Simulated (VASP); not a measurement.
# Ti3Al (d3) (Fm-3m) in VASP: notebook

Ti3Al (d3) is run at these levels: PBE+D3(BJ); tasks: single point, relaxation of cell and atoms.

All numbers are computed with VASP 6.6.1; they aren't measurements. Logs are shortened: lines on timing, memory, paths and dates and some standing lists are left out, and cuts for length are marked.

## Step 1: The cell of the first run

It takes space group Fm-3m (No. 225, cubic). Conventional cell: a = 6.464 Å, b = 6.464 Å, c = 6.464 Å, α = 90.00°, β = 90.00°, γ = 90.00°. Within 3.7 Å of Ti (site symmetry -43m) lie 10 Ti at 2.80 to 3.23 Å and 4 Al at 2.80 Å. Within 3.7 Å of Ti (site symmetry m-3m) lie 8 Ti at 2.80 Å and 6 Al at 3.23 Å. Within 3.7 Å of Al (site symmetry m-3m) lie 14 Ti at 2.80 to 3.23 Å.

## Step 2: Single point, PBE+D3(BJ)

Input file INCAR:

```
ALGO = Normal
EDIFF = 1E-6
ENCUT = 520
GGA = PE
ISIF = 2
ISMEAR = 0
IVDW = 12
LASPH = True
LCHARG = True
LELF = True
LREAL = False
LVHAR = True
LWAVE = False
NBANDS = 28
NELM = 60
PREC = Accurate
SIGMA = 0.1
```

Input file KPOINTS:

```
k-points
0
Gamma
  6 6 6
```

Input file POSCAR:

```
Ti3Al
1.0
    0.0000000000      3.2317810000      3.2317810000
    3.2317810000      0.0000000000      3.2317810000
    3.2317810000      3.2317810000      0.0000000000
Ti Al
3 1
Direct
    0.7500000000      0.7500000000      0.7500000000
    0.2500000000      0.2500000000      0.2500000000
    0.0000000000      0.0000000000      0.0000000000
    0.5000000000      0.5000000000      0.5000000000
```

Potentials or basis: VASP PAW PBE potentials, release 64 (Ti_sv, Al).

On the command line:

```
> cat potpaw_PBE.64/Ti_sv/POTCAR potpaw_PBE.64/Al/POTCAR > POTCAR
> mpirun -np 1 vasp_std > vasp.out
```

OUTCAR:

```text
EDIFF = 1E-6
   ENCUT = 520
   GGA = PE
   ISIF = 2
   ISMEAR = 0
   IVDW = 12
   LASPH = True
   LREAL = False
   NELM = 60
   PREC = Accurate
 IVDW          = 12

 ion  position               nearest neighbor table
   1  0.750  0.750  0.750-   4 2.80   4 2.80   4 2.80   3 2.80   4 2.80   3 2.80   3 2.80   3 2.80

   2  0.250  0.250  0.250-   3 2.80   3 2.80   3 2.80   3 2.80   4 2.80   4 2.80   4 2.80   4 2.80

   3  0.000  0.000  0.000-   1 2.80   1 2.80   1 2.80   1 2.80   2 2.80   2 2.80   2 2.80   2 2.80

   4  0.500  0.500  0.500-   2 2.80   2 2.80   2 2.80   1 2.80   2 2.80   1 2.80   1 2.80   1 2.80

  LATTYP: Found a face centered cubic cell.
 ALAT       =     6.4635620000

  Lattice vectors:

 A1 = (   0.0000000000,   3.2317810000,   3.2317810000)
 A2 = (   3.2317810000,   0.0000000000,   3.2317810000)
 A3 = (   3.2317810000,   3.2317810000,   0.0000000000)

Analysis of symmetry for initial positions (statically):
=====================================================================
 Subroutine PRICEL returns:
 Original cell was already a primitive cell.

 Routine SETGRP: Setting up the symmetry group for a
 face centered cubic supercell.

 Subroutine GETGRP returns: Found 48 space group operations
 (whereof 48 operations were pure point group operations)
 out of a pool of 48 trial point group operations.

The static configuration has the point symmetry O_h .

Analysis of symmetry for dynamics (positions and initial velocities):
=====================================================================
 Subroutine PRICEL returns:
 Original cell was already a primitive cell.

 Routine SETGRP: Setting up the symmetry group for a
 face centered cubic supercell.

 Subroutine GETGRP returns: Found 48 space group operations
 (whereof 48 operations were pure point group operations)
 out of a pool of 48 trial point group operations.

The dynamic configuration has the point symmetry O_h .

 Subroutine INISYM returns: Found 48 space group operations
 (whereof 48 operations are pure point group operations),
 and found     1 'primitive' translations

----------------------------------------------------------------------------------------

                                     Primitive cell

  volume of cell :      67.5081

  direct lattice vectors                    reciprocal lattice vectors
     0.000000000  3.231781000  3.231781000    -0.154713454  0.154713454  0.154713454
     3.231781000  0.000000000  3.231781000     0.154713454 -0.154713454  0.154713454
     3.231781000  3.231781000  0.000000000     0.154713454  0.154713454 -0.154713454

  length of vectors
     4.570428521  4.570428521  4.570428521     0.267971562  0.267971562  0.267971562

  position of ions in fractional coordinates (direct lattice)
     0.750000000  0.750000000  0.750000000
     0.250000000  0.250000000  0.250000000
     0.000000000  0.000000000  0.000000000
     0.500000000  0.500000000  0.500000000

  ion indices of the primitive-cell ions
   primitive index   ion index
                 1           1
                 2           2
                 3           3
                 4           4

----------------------------------------------------------------------------------------

 KPOINTS: k-points

Automatic generation of k-mesh.
 Grid dimensions read from file:
 generate k-points for:    6    6    6

 Generating k-lattice:

  Cartesian coordinates                     Fractional coordinates (reciprocal lattice)
    -0.025785576  0.025785576  0.025785576     0.166666667  0.000000000  0.000000000
     0.025785576 -0.025785576  0.025785576     0.000000000  0.166666667  0.000000000
     0.025785576  0.025785576 -0.025785576     0.000000000  0.000000000  0.166666667

  Length of vectors
     0.044661927  0.044661927  0.044661927

  Shift w.r.t. Gamma in fractional coordinates (k-lattice)
     0.000000000  0.000000000  0.000000000

 Subroutine IBZKPT returns following result:
 ===========================================

 Found     16 irreducible k-points:

 Following reciprocal coordinates:
            Coordinates               Weight
  0.000000  0.000000  0.000000      1.000000
  0.166667  0.000000  0.000000      8.000000
  0.333333  0.000000  0.000000      8.000000
  0.500000  0.000000  0.000000      4.000000
  0.166667  0.166667  0.000000      6.000000
  0.333333  0.166667  0.000000     24.000000
[... 8 lines left out ...]
 -0.333333  0.333333  0.166667     24.000000
 -0.333333  0.500000  0.166667     12.000000
   k-points           NKPTS =     16   k-points in BZ     NKDIM =     16   number of bands    NBANDS=     28
   number of dos      NEDOS =    301   number of ions     NIONS =      4
   total plane-waves  NPLWV =  46656
   dimension x,y,z NGX =    36 NGY =   36 NGZ =   36
   dimension x,y,z NGXF=    72 NGYF=   72 NGZF=   72
   ions per type =               3   1
   NGX,Y,Z   is equivalent  to a cutoff of  13.09, 13.09, 13.09 a.u.
   NGXF,Y,Z  is equivalent  to a cutoff of  26.19, 26.19, 26.19 a.u.
 SYSTEM =  unknown system
   PREC   = accura    normal or accurate (medium, high low for compatibility)
   ISTART =      0    job   : 0-new  1-cont  2-samecut
   ICHARG =      2    charge: 1-file 2-atom 10-const
   ISPIN  =      1    spin polarized calculation?
   LNONCOLLINEAR =      F non collinear calculations
   LSORBIT =      F    spin-orbit coupling
   LASPH  =      T    aspherical Exc in radial PAW
   ENCUT  =  520.0 eV  38.22 Ry    6.18 a.u.   8.50  8.50  8.50*2*pi/ulx,y,z
   NELM   =     60;   NELMIN=  2; NELMDL= -5     # of ELM steps
   EDIFF  = 0.1E-05   stopping-criterion for ELM
   LREAL  =      F    real-space projection
   EDIFFG = 0.1E-04   stopping-criterion for IOM
   NSW    =      0    number of steps for IOM
   IBRION =     -1    ionic relax: 0-MD 1-quasi-New 2-CG
   NFREE  =      0    steps in history (QN), initial steepest desc. (CG)
   ISIF   =      2    stress and relaxation
   ISYM   =      2    0-nonsym 1-usesym 2-fastsym
   POTIM  = 0.5000    time-step for ionic-motion
   TEBEG  =    0.0;   TEEND  =   0.0 temperature during run
   PSTRESS=    0.0 pullay stress
   NELECT =      39.0000    total number of electrons
   NUPDOWN=      -1.0000    fix difference up-down
   EMIN   =  10.00;   EMAX   =-10.00  energy-range for DOS
   EFERMI =   0.00;   METHOD = LEGACY
   ISMEAR =     0;   SIGMA  =   0.10  broadening in eV -4-tet -1-fermi 0-gaus
   EFERMI_NEDOS =   21; number of points for ismear=-14 and -15
   IALGO  =     38    algorithm
   IMIX   =      4    mixing-type and parameters
     AMIX     =   0.40;   BMIX     =  1.00
     AMIX_MAG =   1.60;   BMIX_MAG =  1.00
  volume/ion in A,a.u.               =      16.88       113.89
  Fermi-wavevector in a.u.,A,eV,Ry     =   1.363466  2.576578 25.293784  1.859041
  Thomas-Fermi vector in A             =   2.489867
   LORBIT       =      0    0 simple, 1 ext, 2 COOP (PROOUT), +10 PAW based schemes
   GGA     = PE    functional components
   LHFCALC =     F    Hartree Fock is set to
   AEXX    =    0.0000 exact exchange contribution
   IVDW    =    12    specifies the selected vdW correction
   LEPSILON=     F    determine dielectric tensor
   LRPA    =     F    only Hartree local field effects (RPA)
 non-spin polarized calculation
 Gauss-broadening in eV      SIGMA  =   0.10
  energy-cutoff  :      520.00
  volume of cell :       67.51
 maximum number of plane-waves:      1853
 NGX is ok and might be reduce to    36
   NGX = 17   NGY = 17   NGZ = 17

 number of electron      39.0000007 magnetization

 Free energy of the ion-electron system (eV)
  ---------------------------------------------------
  ext. energy  EPLUGINS =         0.00000000
  ---------------------------------------------------
  free energy    TOTEN  =       -27.82738475 eV

  energy without entropy =      -27.78943339  energy(sigma->0) =      -27.80840907

 E-fermi :   8.0801     XC(G=0): -11.2534

 val. band max:        8.0657239643   @ k =   0.3333   0.1667   0.0000
 cond. band min:       8.1038679364   @ k =   0.0000   0.0000   0.0000
 fundamental gap:      0.0381439721
 Fermi energy:         8.0800548929

 k-point     1 :       0.0000    0.0000    0.0000
  band No.  band energies     occupation
      1     -48.5235      2.00000
      2     -48.4596      2.00000
      3     -48.2325      2.00000
      4     -24.8078      2.00000
      5     -24.8078      2.00000
      6     -24.8078      2.00000
[... 20 lines left out ...]
     27      11.1299      0.00000
     28      11.1299      0.00000

 k-point     2 :       0.1667    0.0000    0.0000
  band No.  band energies     occupation
      1     -48.5163      2.00000
      2     -48.4619      2.00000
      3     -48.2375      2.00000
      4     -24.8582      2.00000
      5     -24.8410      2.00000
      6     -24.8410      2.00000
[... 20 lines left out ...]
     27      11.1573      0.00000
     28      11.1573      0.00000

 k-point     3 :       0.3333    0.0000    0.0000
  band No.  band energies     occupation
      1     -48.4993      2.00000
      2     -48.4684      2.00000
      3     -48.2482      2.00000
      4     -24.8709      2.00000
      5     -24.8709      2.00000
      6     -24.8649      2.00000
[... 20 lines left out ...]
     27      10.9997      0.00000
     28      10.9997      0.00000

 k-point     4 :       0.5000    0.0000    0.0000
  band No.  band energies     occupation
      1     -48.4853      2.00000
      2     -48.4767      2.00000
      3     -48.2540      2.00000
      4     -24.8822      2.00000
      5     -24.8822      2.00000
      6     -24.8459      2.00000
[... 330 lines left out ...]
     27      10.9625      0.00000
     28      11.1531      0.00000

 k-point    15 :      -0.3333    0.3333    0.1667
  band No.  band energies     occupation
      1     -48.4789      2.00000
      2     -48.4767      2.00000
      3     -48.2606      2.00000
      4     -24.9542      2.00000
      5     -24.8701      2.00000
      6     -24.8553      2.00000
[... 20 lines left out ...]
     27      10.7965      0.00000
     28      11.0131      0.00000

 k-point    16 :      -0.3333    0.5000    0.1667
  band No.  band energies     occupation
      1     -48.4795      2.00000
      2     -48.4737      2.00000
      3     -48.2629      2.00000
      4     -24.9721      2.00000
      5     -24.9129      2.00000
      6     -24.8213      2.00000
[... 20 lines left out ...]
     27      10.6500      0.00000
     28      10.8477      0.00000

------------------------ aborting loop because EDIFF is reached ----------------------------------------

 Edisp (eV)   -2.15052

 E8    (eV) :    -1.0085

  FORCE on cell =-STRESS in cart. coord.  units (eV):
  Direction    XX          YY          ZZ          XY          YZ          ZX
  --------------------------------------------------------------------------------------
  -------------------------------------------------------------------------------------
  Total      -2.78250    -2.78250    -2.78250    -0.00000    -0.00000    -0.00000
  in kB     -66.03739   -66.03739   -66.03739    -0.00000    -0.00000    -0.00000
  external pressure =      -66.04 kB  Pullay stress =        0.00 kB

 VOLUME and BASIS-vectors are now :
 -----------------------------------------------------------------------------
  energy-cutoff  :      520.00
  volume of cell :       67.51
      direct lattice vectors                 reciprocal lattice vectors
     0.000000000  3.231781000  3.231781000    -0.154713454  0.154713454  0.154713454
     3.231781000  0.000000000  3.231781000     0.154713454 -0.154713454  0.154713454
     3.231781000  3.231781000  0.000000000     0.154713454  0.154713454 -0.154713454

 POSITION                                       TOTAL-FORCE (eV/Angst)
 -----------------------------------------------------------------------------------
      4.84767      4.84767      4.84767        -0.000000     -0.000000     -0.000000
      1.61589      1.61589      1.61589         0.000000      0.000000      0.000000
      0.00000      0.00000      0.00000         0.000000      0.000000     -0.000000
      3.23178      3.23178      3.23178         0.000000      0.000000     -0.000000
 -----------------------------------------------------------------------------------
    total drift:                                0.000000      0.000000      0.000000

  FREE ENERGIE OF THE ION-ELECTRON SYSTEM (eV)
  ---------------------------------------------------
  free  energy   TOTEN  =       -29.9779035325 eV

  energy  without entropy=      -29.9399521756  energy(sigma->0) =      -29.95892785
```

It took 24 s on 1 thread of Intel Xeon 6975P-C (Granite Rapids), shared host; peak memory 0.21 GiB.

Results:

- Free energy: -29.9779 eV
- Pressure: -6.6 GPa
- Dispersion energy per atom: -0.538 eV

Caveat: pairwise dispersion overbinds metals, which lowers pressure and volume.

## Step 3: Single point, PBE+D3(BJ)

This run uses another cell than the first one, of 15.92 Å³/atom, 0.943 times its volume.

Input file INCAR:

```
  PREC = Accurate
  ENCUT = 520
  EDIFF = 1E-6
  ISMEAR = 0
  SIGMA = 0.1
  LREAL = F
  LASPH = T
  NELM = 100
  ALGO = Fast
  ISIF = 2
  LWAVE = F
  LCHARG = F
  GGA = PE
  IVDW = 12
  NBANDS = 28
```

Input file KPOINTS:

```
Automatic mesh
0
Gamma
  12 12 12
```

Input file POSCAR:

```
Ti3Al
1.0
    0.0000000000      3.1695860730      3.1695860730
    3.1695860730      0.0000000000      3.1695860730
    3.1695860730      3.1695860730      0.0000000000
Ti Al
3 1
Direct
    0.7500000000      0.7500000000      0.7500000000
    0.2500000000      0.2500000000      0.2500000000
    0.0000000000      0.0000000000      0.0000000000
    0.5000000000      0.5000000000      0.5000000000
```

Potentials or basis: VASP PAW PBE potentials, release 64 (Ti_sv, Al).

On the command line:

```
> cat potpaw_PBE.64/Ti_sv/POTCAR potpaw_PBE.64/Al/POTCAR > POTCAR
> mpirun -np 1 vasp_std > vasp.out
```

It took 3.3 min on 1 thread of Intel Xeon 6975P-C (Granite Rapids), shared host; peak memory 0.28 GiB.

It converged, with:

* Free energy: -30.0515 eV
* Pressure: -0.1 GPa
* Dispersion energy per atom: -0.571 eV

Levels at points of the mesh, in eV from the Fermi level:
```
           k point  band 15  band 16  band 17  band 18  band 19  band 20  band 21  band 22  band 23  band 24
(0.00, 0.00, 0.00)    -1.78    -1.78    -1.78    -1.78     0.03     0.03     0.03     2.40     2.40     2.41
(0.50, 0.00, 0.00)    -1.98    -1.98    -0.38    -0.33    -0.33    -0.04    -0.04     0.87     1.06     1.06
(0.50, 0.50, 0.00)    -2.03    -2.01    -0.59    -0.59    -0.15    -0.11    -0.11     1.15     1.31     1.31
```

Caveat: pairwise dispersion overbinds metals, which lowers pressure and volume.

## Step 4: Relaxation of cell and atoms, PBE+D3(BJ)

Input file INCAR:

```
ALGO     = Fast           # electronic algorithm
EDIFF    = 1E-6           # SCF threshold, eV
EDIFFG   = -0.002         # ionic threshold
ENCUT    = 600            # plane-wave cutoff, eV
GGA      = PE             # functional
IBRION   = 2              # ionic algorithm
ISIF     = 3              # what is computed and relaxed
ISMEAR   = 0              # smearing method
IVDW     = 12             # dispersion correction
LASPH    = True           # aspherical terms in the spheres
LCHARG   = False          # write CHGCAR
LREAL    = False          # projectors in reciprocal space
LWAVE    = False          # write WAVECAR
NELM     = 100            # most SCF steps
NSW      = 100            # ionic steps
PREC     = Accurate       # precision mode
SIGMA    = 0.1            # smearing width, eV
```

Input file KPOINTS:

```
k-points
0
Gamma
  12 12 12
```

Input file POSCAR:

```
Ti3Al
1.0
    0.0000000000      3.2317810000      3.2317810000
    3.2317810000      0.0000000000      3.2317810000
    3.2317810000      3.2317810000      0.0000000000
Ti Al
3 1
Direct
    0.7500000000      0.7500000000      0.7500000000
    0.2500000000      0.2500000000      0.2500000000
    0.0000000000      0.0000000000      0.0000000000
    0.5000000000      0.5000000000      0.5000000000
```

On the command line:

```
> cat potpaw_PBE.64/Ti_sv/POTCAR potpaw_PBE.64/Al/POTCAR > POTCAR
> mpirun -np 1 vasp_std > vasp.out
```

Wall time 16 min (1 thread of Intel Xeon 6975P-C (Granite Rapids), shared host); peak memory 0.35 GiB.

Results (log left out):

```
Free energy                            : -30.0531 eV
Relaxed volume                         : 15.90 Å³/atom
Relaxed cell                           : a = 4.481 Å, b = 4.481 Å, c = 4.481 Å, α = 60.00°, β = 60.00°, γ = 60.00°
Space group after relaxing (to 0.05 Å) : Fm-3m (No. 225)
Energy gained by relaxing              : 20.9 meV/atom
Ionic steps                            : 3
Pressure after relaxing                : 0.0 GPa
Dispersion energy per atom             : -0.572 eV
```

Step by step:
| step | energy change (eV) | largest force (eV/Å) | pressure (GPa) | volume (Å³) |
| --- | --- | --- | --- | --- |
| 1 | 0.0000 | 0.0000 | -6.50 | 67.51 |
| 2 | -0.0419 | 0.0000 | 5.37 | 61.03 |
| 3 | -0.0834 | 0.0000 | 0.00 | 63.60 |

Final structure:
```
CELL_PARAMETERS angstrom
0.00000 3.16820 3.16820
3.16820 0.00000 3.16820
3.16820 3.16820 0.00000
ATOMIC_POSITIONS crystal
Ti 0.75000 0.75000 0.75000
Ti 0.25000 0.25000 0.25000
Ti 0.00000 0.00000 0.00000
Al 0.50000 0.50000 0.50000
```

Levels at points of the mesh, in eV from the Fermi level:
| k point | band 17 | band 18 | band 19 | band 20 | band 21 | band 22 |
| --- | --- | --- | --- | --- | --- | --- |
| (0.00, 0.00, 0.00) | -1.78 | -1.78 | 0.03 | 0.03 | 0.03 | 2.41 |
| (0.50, 0.00, 0.00) | -0.38 | -0.33 | -0.33 | -0.04 | -0.04 | 0.88 |
| (0.50, 0.50, 0.00) | -0.59 | -0.59 | -0.15 | -0.11 | -0.11 | 1.16 |

Caveat: pairwise dispersion overbinds metals, which lowers pressure and volume.

## Step 5: Overview

```tsv
task	cell	k mesh	cutoff (eV)	gap on the mesh (eV)	pressure (GPa)
single point	a = 4.570 Å, angles 60.0°, 4 atoms	6 × 6 × 6	520	none	-6.6
single point	a = 4.482 Å, angles 60.0°, 4 atoms	12 × 12 × 12	520	none	-0.1
relaxation of cell and atoms	relaxed from a = 4.570 Å, angles 60.0°, 4 atoms	12 × 12 × 12	600	none	0.0
```

Alike in all rows: level PBE+D3(BJ); potentials or basis VASP PAW PBE potentials, release 64 (Ti_sv, Al); no spin polarisation; smearing gaussian 0.1 eV.

Caveats: pairwise dispersion overbinds metals, which lowers pressure and volume.

Total energies depend on the potentials used, so only differences within one code and one set of settings carry meaning.
